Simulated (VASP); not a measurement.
Set up this calculation in VASP 6.6.1, as the native input.

| Property | Result |
| --- | --- |
| Task | single point |
| Functional | PBE |
| Potentials or basis | VASP PAW PBE potentials, release 64 (Li_sv) |
| Cutoff | 520 eV |
| k mesh | 15 × 15 × 15 |
| Occupations | fermi-dirac, width 0.08 eV |
| Spin | no spin polarisation |
| Dipole correction | no |
| Further INCAR settings | ALGO = Normal; EDIFF = 1e-06; NBANDS = 10 |

The structure of Li lies in POSCAR:

```
Li
1.0
   -2.3603403750      2.3603403750      1.2768326980
    2.3603403750     -2.3603403750      1.2768326980
    2.3603403750      2.3603403750     -1.2768326980
Li
2
Direct
   -0.3750000000     -0.1250000000     -0.2500000000
    0.3750000000      0.1250000000      0.2500000000
```

This cell differs from its parent crystal: volume scaled by 0.7.

One way to write it, as run:

INCAR

```
ALGO = Normal ; EDIFF = 1E-6
ENCUT = 520 ; GGA = PE
ISIF = 2 ; ISMEAR = -1
LASPH = T ; LCHARG = F
LREAL = F ; LWAVE = F
NBANDS = 10 ; NELM = 100
PREC = Accurate ; SIGMA = 0.08
```

KPOINTS

```
k-points
0
Gamma
  15 15 15
```

Potentials or basis: VASP PAW PBE potentials, release 64 (Li_sv).

Command:

```console
$ cat potpaw_PBE.64/Li_sv/POTCAR > POTCAR
$ mpirun -np 1 vasp_std > vasp.out
```

It gave:

```yaml
Band_gap_on_the_k_mesh: zero (band 3 reaches 3.42 eV, above the bottom of band 4 at 0.19 eV)
```

Run time: 27 s on 1 thread of Intel(R) Xeon(R) 6975P-C (Granite Rapids) (shared host), peak memory 0.18 GiB.
